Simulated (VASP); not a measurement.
**Zn5CdS6: single point with r2SCAN**

Zn5CdS6:

```
CELL_PARAMETERS angstrom
3.89365 0.00000 0.00000
-1.94682 3.37200 0.00000
0.00000 0.00000 19.27717
ATOMIC_POSITIONS crystal
Zn 0.33333 0.66667 0.99588
Zn 0.33333 0.66667 0.67100
Zn 0.66667 0.33333 0.15794
Zn 0.66667 0.33333 0.50861
Zn 0.66667 0.33333 0.83343
Cd 0.33333 0.66667 0.33621
S 0.33333 0.66667 0.11831
S 0.33333 0.66667 0.46847
S 0.33333 0.66667 0.79344
S 0.66667 0.33333 0.27982
S 0.66667 0.33333 0.63103
S 0.66667 0.33333 0.95586
```

| Quantity | Value |
| --- | --- |
| Program | VASP 6.6.1 |
| Task | single point |
| Functional | r2SCAN |
| Potentials or basis | VASP PAW PBE potentials, release 64 (Zn, Cd, S) |
| Cutoff | 520 eV |
| k mesh | 12 × 12 × 2 |
| Occupations | gaussian, width 0.02 eV |
| Spin | no spin polarisation |

```
Pressure               : -2.0 GPa
Largest force          : 0.061 eV/Å
Band gap on the k mesh : 2.09 eV
```

Forces on the atoms (eV/Å):
```
Zn   0.000  0.000  0.008
Zn   0.000  0.000  0.017
Zn   0.000  0.000  0.009
Zn   0.000  0.000  0.018
Zn   0.000  0.000  0.008
Cd   0.000  0.000 -0.016
S    0.000  0.000 -0.012
S    0.000  0.000  0.061
S    0.000  0.000 -0.013
S    0.000  0.000 -0.058
S    0.000  0.000 -0.011
S    0.000  0.000 -0.013
```

Levels at points of the mesh, in eV from the valence-band top:
| k point | band 51 | band 52 | band 53 | band 54 | band 55 | band 56 | band 57 | band 58 |
| --- | --- | --- | --- | --- | --- | --- | --- | --- |
| (0.00, 0.00, 0.00) | -0.39 | -0.33 | 0.00 | 0.00 | 2.09 | 3.13 | 3.27 | 3.41 |
| (0.50, 0.00, 0.00) | -1.50 | -1.50 | -1.30 | -0.85 | 3.39 | 3.49 | 3.77 | 3.90 |
| (0.00, 0.00, 0.50) | -0.36 | -0.36 | 0.00 | 0.00 | 2.42 | 2.76 | 3.16 | 3.38 |
| (0.50, 0.00, 0.50) | -1.63 | -1.60 | -1.23 | -0.86 | 3.53 | 3.68 | 3.80 | 3.84 |

Wall time 26 min on 4 MPI ranks on Oxide Virtual Turin-like Processor, with other jobs on the host, peak memory 0.71 GiB a rank.

Caveat: the PAW data sets were made with another functional, which shifts forces and pressure a little. A k mesh can miss the band edges.
